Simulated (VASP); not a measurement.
Input of a VASP 6.6.1 run:

File INCAR:

```
SYSTEM = Ir
ALGO = Normal ; EDIFF = 1E-6
ENCUT = 500 ; GGA = CA
GGA_COMPAT = .False. ; ISIF = 2
ISMEAR = -1 ; LASPH = .True.
LCHARG = .True. ; LELF = .True.
LREAL = .False. ; LVHAR = .True.
LWAVE = .False. ; NBANDS = 14
NELM = 120 ; PREC = Accurate
SIGMA = 0.05
```

File KPOINTS:

```
k-points
0
Gamma
  12 12 12
  0 0 0
```

The input POSCAR:

```
Ir
1.0
    0.0000000000      1.9156000000      1.9156000000
    1.9156000000      0.0000000000      1.9156000000
    1.9156000000      1.9156000000      0.0000000000
Ir
1
Direct
    0.0000000000      0.0000000000      0.0000000000
```

Potentials or basis: VASP PAW LDA potentials, release 64 (Ir_sv_GW).

The run is started by

```sh
$ cat potpaw_LDA.64/Ir_sv_GW/POTCAR > POTCAR
$ mpirun -np 1 vasp_std > vasp.out
```

Problem. Estimate the pressure.

Solution. -8.3 GPa.
